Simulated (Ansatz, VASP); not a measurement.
# AlN: VASP beside Ansatz

```xyz
2
Lattice="0.0000 2.1625 2.2277 2.1625 0.0000 2.2277 2.1625 2.1625 0.0000" Properties=species:S:1:pos:R:3 pbc="T T T"
Al    0.0000    0.0000    0.0000
N     1.0812    1.0812    1.1138
```

Change from the starting cell: strain_z_fixed_volume = 0.02.

Alike in both runs: functional PBE; k mesh 10 × 10 × 10; occupations fermi-dirac, width 0.05 eV; no spin polarisation.

|  | VASP | Ansatz |
| --- | --- | --- |
| version | VASP 6.6.1 | Ansatz 0.2.0 |
| potentials or method | VASP PAW PBE potentials, release 64 (Al, N), cutoff 600 eV | all-electron LAPW, scalar-relativistic |
| task | single point | band structure |

VASP gave:

* gap on the k mesh at the Fermi level (eV): 3.23
* least direct gap on the mesh (eV): 4.15
* pressure (GPa): 4.4
* traceless stress, the component that is largest in VASP (GPa): -2.86

Question: Estimate Ansatz's values.

Answer: gap on the k mesh at the Fermi level (eV): 3.23; least direct gap on the mesh (eV): 4.14; pressure (GPa): 4.7; traceless stress, the component that is largest in VASP (GPa): -2.85.

Ansatz ran all-electron here, and VASP with PAW potentials.
